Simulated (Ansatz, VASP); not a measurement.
# GaN in VASP and in Ansatz

```xyz
2
Lattice="0.0000 2.1085 2.0980 2.1085 0.0000 2.0980 2.1085 2.1085 0.0000" Properties=species:S:1:pos:R:3 pbc="T T T"
Ga    0.0000    0.0000    0.0000
N     2.1085    2.1085    2.0980
```

Change from the starting cell: uniaxial_z strain -0.5%.

Alike in both runs: task single point; functional r2SCAN; k mesh 10 × 10 × 10; no spin polarisation.

```csv
,VASP,Ansatz
version,VASP 6.6.1,Ansatz 0.2.0
potentials or method,"VASP PAW PBE potentials, release 64 (Ga_d, N_h)","plane waves, PAW"
plane-wave cutoff (eV),910,500
occupations,"gaussian, width 0.01 eV",fixed
valence electrons in the cell,18,18
```

|  | VASP | Ansatz | Ansatz less VASP |
| --- | --- | --- | --- |
| gap on the k mesh at the Fermi level (eV) | 1.17 | 1.20 | +0.022 |

VASP's potentials were made for PBE, not for r2SCAN.

Noted on VASP's run: the cutoff is short for stress, so the pressure is rough.
